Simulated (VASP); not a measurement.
# KF in VASP: notebook

KF is run at these levels: r2SCAN, PBE; tasks: single point.

All numbers are computed with VASP 6.6.1; they aren't measurements. Logs are shortened: lines on timing, memory, paths and dates and some standing lists are left out, and cuts for length are marked.

## Step 1: The cell of the first run

The structure is cubic, space group Pm-3m (No. 221). The conventional cell has a = 3.342 Å, b = 3.342 Å, c = 3.342 Å, α = 90.00°, β = 90.00°, γ = 90.00°. Within 3.8 Å of K (site symmetry m-3m) lie 8 F at 2.89 Å and 6 K at 3.34 Å. Within 3.8 Å of F (site symmetry m-3m) lie 8 K at 2.89 Å and 6 F at 3.34 Å.

## Step 2: Single point, r2SCAN (strained)

Input file POSCAR:

```
KF
1.0
    3.3418628152      0.0000000000      0.0000000000
    0.0000000000      3.3418628152      0.0000000000
    0.0000000000      0.0000000000      3.3418628152
K F
1 1
Direct
    0.0000000000      0.0000000000      0.0000000000
    0.5000000000      0.5000000000      0.5000000000
```

Input file INCAR.step1:

```
SYSTEM = KF
PREC = Accurate
ENCUT = 660
ISMEAR = 0
SIGMA = 0.02
LREAL = .FALSE.
LASPH = .TRUE.
NELM = 120
NBANDS = 15
GGA = PE
ALGO = Normal
EDIFF = 1E-5
LWAVE = .TRUE.
LCHARG = .FALSE.
GGA_COMPAT = .FALSE.
```

Input file INCAR.step2:

```
SYSTEM = KF
PREC = Accurate
ENCUT = 660
EDIFF = 1E-6
ISMEAR = 0
SIGMA = 0.02
LREAL = .FALSE.
LASPH = .TRUE.
NELM = 120
ALGO = Normal
ISIF = 2
LWAVE = .FALSE.
LCHARG = .FALSE.
METAGGA = R2SCAN
LMIXTAU = .TRUE.
NBANDS = 15
ISTART = 1
GGA_COMPAT = .FALSE.
```

Input file KPOINTS:

```
Automatic mesh
0
G
  8 8 8
  0 0 0
```

Potentials or basis: VASP PAW PBE potentials, release 64 (K_sv, F).

Launch:

```bash
> cat potpaw_PBE.64/K_sv/POTCAR potpaw_PBE.64/F/POTCAR > POTCAR
> cp INCAR.step1 INCAR
> mpirun -np 1 vasp_std > vasp.out
> cp INCAR.step2 INCAR
> mpirun -np 1 vasp_std > vasp.out
```

OUTCAR:

```text
SYSTEM = KF
   PREC = Accurate
   ENCUT = 660
   EDIFF = 1E-6
   ISMEAR = 0
   LREAL = .FALSE.
   LASPH = .TRUE.
   NELM = 120
   ISIF = 2
   METAGGA = R2SCAN
   ISTART = 1

 ion  position               nearest neighbor table
   1  0.000  0.000  0.000-
   2  0.500  0.500  0.500-

  LATTYP: Found a simple cubic cell.
 ALAT       =     3.3418628152

  Lattice vectors:

 A1 = (   3.3418628152,   0.0000000000,   0.0000000000)
 A2 = (   0.0000000000,   3.3418628152,   0.0000000000)
 A3 = (   0.0000000000,   0.0000000000,   3.3418628152)

Analysis of symmetry for initial positions (statically):
=====================================================================
 Subroutine PRICEL returns:
 Original cell was already a primitive cell.

 Routine SETGRP: Setting up the symmetry group for a
 simple cubic supercell.

 Subroutine GETGRP returns: Found 48 space group operations
 (whereof 48 operations were pure point group operations)
 out of a pool of 48 trial point group operations.

The static configuration has the point symmetry O_h .

Analysis of symmetry for dynamics (positions and initial velocities):
=====================================================================
 Subroutine PRICEL returns:
 Original cell was already a primitive cell.

 Routine SETGRP: Setting up the symmetry group for a
 simple cubic supercell.

 Subroutine GETGRP returns: Found 48 space group operations
 (whereof 48 operations were pure point group operations)
 out of a pool of 48 trial point group operations.

The dynamic configuration has the point symmetry O_h .

 Subroutine INISYM returns: Found 48 space group operations
 (whereof 48 operations are pure point group operations),
 and found     1 'primitive' translations

----------------------------------------------------------------------------------------

                                     Primitive cell

  volume of cell :      37.3221

  direct lattice vectors                    reciprocal lattice vectors
     3.341862815  0.000000000  0.000000000     0.299234306  0.000000000  0.000000000
     0.000000000  3.341862815  0.000000000     0.000000000  0.299234306  0.000000000
     0.000000000  0.000000000  3.341862815     0.000000000  0.000000000  0.299234306

  length of vectors
     3.341862815  3.341862815  3.341862815     0.299234306  0.299234306  0.299234306

  position of ions in fractional coordinates (direct lattice)
     0.000000000  0.000000000  0.000000000
     0.500000000  0.500000000  0.500000000

  ion indices of the primitive-cell ions
   primitive index   ion index
                 1           1
                 2           2

----------------------------------------------------------------------------------------

 KPOINTS: Automatic mesh

Automatic generation of k-mesh.
 Grid dimensions read from file:
 generate k-points for:    8    8    8

 Generating k-lattice:

  Cartesian coordinates                     Fractional coordinates (reciprocal lattice)
     0.037404288  0.000000000  0.000000000     0.125000000  0.000000000  0.000000000
     0.000000000  0.037404288  0.000000000     0.000000000  0.125000000  0.000000000
     0.000000000  0.000000000  0.037404288     0.000000000  0.000000000  0.125000000

  Length of vectors
     0.037404288  0.037404288  0.037404288

  Shift w.r.t. Gamma in fractional coordinates (k-lattice)
     0.000000000  0.000000000  0.000000000

 Subroutine IBZKPT returns following result:
 ===========================================

 Found     35 irreducible k-points:

 Following reciprocal coordinates:
            Coordinates               Weight
  0.000000  0.000000  0.000000      1.000000
  0.125000  0.000000  0.000000      6.000000
  0.250000  0.000000  0.000000      6.000000
  0.375000  0.000000  0.000000      6.000000
  0.500000  0.000000  0.000000      3.000000
  0.125000  0.125000  0.000000     12.000000
[... 16 lines left out ...]
  0.375000  0.375000  0.125000     24.000000
  0.500000  0.375000  0.125000     24.000000
 [... further k-points ...]
   k-points           NKPTS =     35   k-points in BZ     NKDIM =     35   number of bands    NBANDS=     15
   number of dos      NEDOS =    301   number of ions     NIONS =      2
   total plane-waves  NPLWV =  21952
   dimension x,y,z NGX =    28 NGY =   28 NGZ =   28
   dimension x,y,z NGXF=    56 NGYF=   56 NGZF=   56
   ions per type =               1   1
   NGX,Y,Z   is equivalent  to a cutoff of  13.93, 13.93, 13.93 a.u.
   NGXF,Y,Z  is equivalent  to a cutoff of  27.86, 27.86, 27.86 a.u.
 SYSTEM =  KF
   PREC   = accura    normal or accurate (medium, high low for compatibility)
   ISTART =      1    job   : 0-new  1-cont  2-samecut
   ICHARG =      0    charge: 1-file 2-atom 10-const
   ISPIN  =      1    spin polarized calculation?
   LNONCOLLINEAR =      F non collinear calculations
   LSORBIT =      F    spin-orbit coupling
   LASPH  =      T    aspherical Exc in radial PAW
   ENCUT  =  660.0 eV  48.51 Ry    6.96 a.u.   7.00  7.00  7.00*2*pi/ulx,y,z
   NELM   =    120;   NELMIN=  2; NELMDL=  0     # of ELM steps
   EDIFF  = 0.1E-05   stopping-criterion for ELM
   LREAL  =      F    real-space projection
   EDIFFG = 0.1E-04   stopping-criterion for IOM
   NSW    =      0    number of steps for IOM
   IBRION =     -1    ionic relax: 0-MD 1-quasi-New 2-CG
   NFREE  =      0    steps in history (QN), initial steepest desc. (CG)
   ISIF   =      2    stress and relaxation
   ISYM   =      2    0-nonsym 1-usesym 2-fastsym
   POTIM  = 0.5000    time-step for ionic-motion
   TEBEG  =    0.0;   TEEND  =   0.0 temperature during run
   PSTRESS=    0.0 pullay stress
   NELECT =      16.0000    total number of electrons
   NUPDOWN=      -1.0000    fix difference up-down
   EMIN   =  10.00;   EMAX   =-10.00  energy-range for DOS
   EFERMI =   0.00;   METHOD = LEGACY
   ISMEAR =     0;   SIGMA  =   0.02  broadening in eV -4-tet -1-fermi 0-gaus
   EFERMI_NEDOS =   21; number of points for ismear=-14 and -15
   IALGO  =     38    algorithm
   IMIX   =      4    mixing-type and parameters
     AMIX     =   0.40;   BMIX     =  1.00
     AMIX_MAG =   1.60;   BMIX_MAG =  1.00
  volume/ion in A,a.u.               =      18.66       125.93
  Fermi-wavevector in a.u.,A,eV,Ry     =   1.234410  2.332697 20.732133  1.523769
  Thomas-Fermi vector in A             =   2.369101
   LORBIT       =      0    0 simple, 1 ext, 2 COOP (PROOUT), +10 PAW based schemes
   METAGGA = R2SCAN    functional components
   LHFCALC =     F    Hartree Fock is set to
   AEXX    =    0.0000 exact exchange contribution
   IVDW    =     0    specifies the selected vdW correction
   LEPSILON=     F    determine dielectric tensor
   LRPA    =     F    only Hartree local field effects (RPA)
 non-spin polarized calculation
 Gauss-broadening in eV      SIGMA  =   0.02
  energy-cutoff  :      660.00
  volume of cell :       37.32
 maximum number of plane-waves:      1472
   NGX = 15   NGY = 15   NGZ = 15

 number of electron      16.0000000 magnetization

 Free energy of the ion-electron system (eV)
  ---------------------------------------------------
  ext. energy  EPLUGINS =         0.00000000
  ---------------------------------------------------
  free energy    TOTEN  =       -14.78744137 eV

  energy without entropy =      -14.78744137  energy(sigma->0) =      -14.78744137

 E-fermi :  -2.6303     XC(G=0):  -9.1078

 val. band max:       -2.7930416942   @ k =   0.5000   0.5000   0.0000
 cond. band min:       3.8463864748   @ k =   0.0000   0.0000   0.0000
 fundamental gap:      6.6394281690
 Fermi energy:        -2.6303425693

 k-point     1 :       0.0000    0.0000    0.0000
  band No.  band energies     occupation
      1     -31.0099      2.00000
      2     -22.7613      2.00000
      3     -13.3584      2.00000
      4     -13.3584      2.00000
      5     -13.3584      2.00000
      6      -2.8515      2.00000
      7      -2.8515      2.00000
      8      -2.8515      2.00000
      9       3.8464      0.00000
     10       6.1165      0.00000
     11       6.1165      0.00000
     12      11.5090      0.00000
     13      11.5090      0.00000
     14      11.5090      0.00000
     15      18.4103      0.00000

 k-point     2 :       0.1250    0.0000    0.0000
  band No.  band energies     occupation
      1     -30.9966      2.00000
      2     -22.7622      2.00000
      3     -13.4473      2.00000
      4     -13.3461      2.00000
      5     -13.3461      2.00000
      6      -3.0245      2.00000
      7      -2.8619      2.00000
      8      -2.8619      2.00000
      9       4.2344      0.00000
     10       6.2314      0.00000
     11       6.4344      0.00000
     12      11.2517      0.00000
     13      11.2517      0.00000
     14      11.5522      0.00000
     15      17.1836      0.00000

 k-point     3 :       0.2500    0.0000    0.0000
  band No.  band energies     occupation
      1     -30.9642      2.00000
      2     -22.7648      2.00000
      3     -13.6544      2.00000
      4     -13.3163      2.00000
      5     -13.3163      2.00000
      6      -3.4025      2.00000
      7      -2.8885      2.00000
      8      -2.8885      2.00000
      9       5.2132      0.00000
     10       6.5366      0.00000
     11       7.2314      0.00000
     12      10.7228      0.00000
     13      10.7228      0.00000
     14      11.6595      0.00000
     15      15.6339      0.00000
[... 343 lines left out ...]
 k-point    23 :       0.3750    0.3750    0.1250
  band No.  band energies     occupation
      1     -30.8521      2.00000
      2     -22.6991      2.00000
      3     -13.8769      2.00000
      4     -13.8528      2.00000
      5     -13.3289      2.00000
      6      -3.4433      2.00000
      7      -3.3533      2.00000
      8      -2.9495      2.00000
      9       6.8366      0.00000
     10       7.3009      0.00000
     11       9.4323      0.00000
     12       9.5116      0.00000
     13      10.2383      0.00000
     14      10.6930      0.00000
     15      14.5451      0.00000

 k-point    24 :       0.5000    0.3750    0.1250
  band No.  band energies     occupation
      1     -30.8403      2.00000
      2     -22.6889      2.00000
      3     -13.9593      2.00000
      4     -13.8669      2.00000
      5     -13.3177      2.00000
      6      -3.4727      2.00000
      7      -3.3601      2.00000
      8      -2.9406      2.00000
      9       6.7436      0.00000
     10       7.2517      0.00000
     11       9.2966      0.00000
     12       9.4922      0.00000
     13      10.4913      0.00000
     14      11.7600      0.00000
     15      13.6627      0.00000

 [... further k-points ...]

------------------------ aborting loop because EDIFF is reached ----------------------------------------

  FORCE on cell =-STRESS in cart. coord.  units (eV):
  Direction    XX          YY          ZZ          XY          YZ          ZX
  --------------------------------------------------------------------------------------
  -------------------------------------------------------------------------------------
  Total       -1.0569047     -1.0569047     -1.0569047      0.0000000      0.0000000     -0.0000000
  in kB      -45.3712296    -45.3712296    -45.3712296      0.0000000      0.0000000     -0.0000000
  external PRESSURE =     -45.3712296 kB  Pullay stress =       0.0000000 kB

 VOLUME and BASIS-vectors are now :
 -----------------------------------------------------------------------------
  energy-cutoff  :      660.00
  volume of cell :       37.32
      direct lattice vectors                 reciprocal lattice vectors
     3.341862815  0.000000000  0.000000000     0.299234306  0.000000000  0.000000000
     0.000000000  3.341862815  0.000000000     0.000000000  0.299234306  0.000000000
     0.000000000  0.000000000  3.341862815     0.000000000  0.000000000  0.299234306

 POSITION                                       TOTAL-FORCE (eV/Angst)
 -----------------------------------------------------------------------------------
      0.00000      0.00000      0.00000         0.000000      0.000000      0.000000
      1.67093      1.67093      1.67093         0.000000      0.000000      0.000000
 -----------------------------------------------------------------------------------
    total drift:                                0.000000      0.000000      0.000000

  FREE ENERGIE OF THE ION-ELECTRON SYSTEM (eV)
  ---------------------------------------------------
  free  energy   TOTEN  =       -14.7874413700 eV

  energy  without entropy=      -14.7874413700  energy(sigma->0) =      -14.78744137
```

It took 2.3 min on 1 thread of Intel Xeon 8259CL, shared host; peak memory 0.18 GiB.

What came out:

```
Free energy            : -14.7874 eV
Pressure               : -4.5 GPa
Band gap on the k mesh : 6.64 eV (least direct gap 6.70 eV)
```

Caveat: the cell differs from its parent crystal (strained); the cell stands under tension; the PAW data sets were made with another functional, which shifts forces and pressure a little. A k mesh can miss the band edges.

## Step 3: Single point, PBE (one atom moved)

Input file INCAR:

```
SYSTEM = KF
PREC     = Accurate       ! precision mode
ENCUT    = 600            ! plane-wave cutoff, eV
EDIFF    = 1E-6           ! SCF threshold, eV
ISMEAR   = 0              ! smearing method
SIGMA    = 0.02           ! smearing width, eV
LREAL    = .FALSE.        ! projectors in reciprocal space
LASPH    = .TRUE.         ! aspherical terms in the spheres
NELM     = 120            ! most SCF steps
ALGO     = Normal         ! electronic algorithm
ISIF     = 2              ! what is computed and relaxed
LWAVE    = .FALSE.        ! write WAVECAR
LCHARG   = .FALSE.        ! write CHGCAR
GGA      = PE             ! functional
NBANDS   = 15             ! bands
GGA_COMPAT= .FALSE.
```

KPOINTS is that of step 2.

Input file POSCAR:

```
KF
1.0
    3.2589550000      0.0000000000      0.0000000000
    0.0000000000      3.2589550000      0.0000000000
    0.0000000000      0.0000000000      3.2589550000
K F
1 1
Direct
    0.0000000000      0.0276162144      0.0000000000
    0.5000000000      0.5000000000      0.5000000000
```

Potentials or basis: VASP PAW PBE potentials, release 64 (K_sv, F).

Launch:

```bash
> cat potpaw_PBE.64/K_sv/POTCAR potpaw_PBE.64/F/POTCAR > POTCAR
> mpirun -np 1 vasp_std > vasp.out
```

Wall time 61 s (1 thread of Intel Xeon 8259CL, shared host); peak memory 0.18 GiB.

It converged, with:

* Free energy: -8.0923 eV
* Pressure: 0.1 GPa
* Largest force: 0.071 eV/Å
* Band gap on the k mesh: 6.26 eV (least direct gap 6.31 eV)

Forces in eV/Å, atoms in the order of the input:
```
K    0.000 -0.071  0.000
F    0.000  0.071  0.000
```

Levels at points of the mesh, in eV from the valence-band top:
```
           k point  band 5  band 6  band 7  band 8  band 9  band 10  band 11  band 12
(0.00, 0.00, 0.00)  -10.04   -0.06   -0.05   -0.05    6.26     8.30     8.32    13.82
(0.50, 0.00, 0.00)   -9.93   -1.21   -0.17   -0.16    9.28     9.35    10.84    12.42
(0.00, 0.50, 0.00)   -9.93   -1.21   -0.16   -0.16    9.29     9.37    10.87    12.41
(0.50, 0.50, 0.00)   -9.85   -0.61   -0.61    0.00    8.46     8.99    11.87    11.88
(0.50, 0.00, 0.50)   -9.86   -0.61   -0.61    0.00    8.49     8.98    11.86    11.86
(0.50, 0.50, 0.50)  -10.62   -1.03   -1.02   -1.02   10.41    10.41    10.45    15.21
```

Caveat: the cell differs from its parent crystal (one atom moved). A k mesh can miss the band edges.

[end of part 1 of 2]
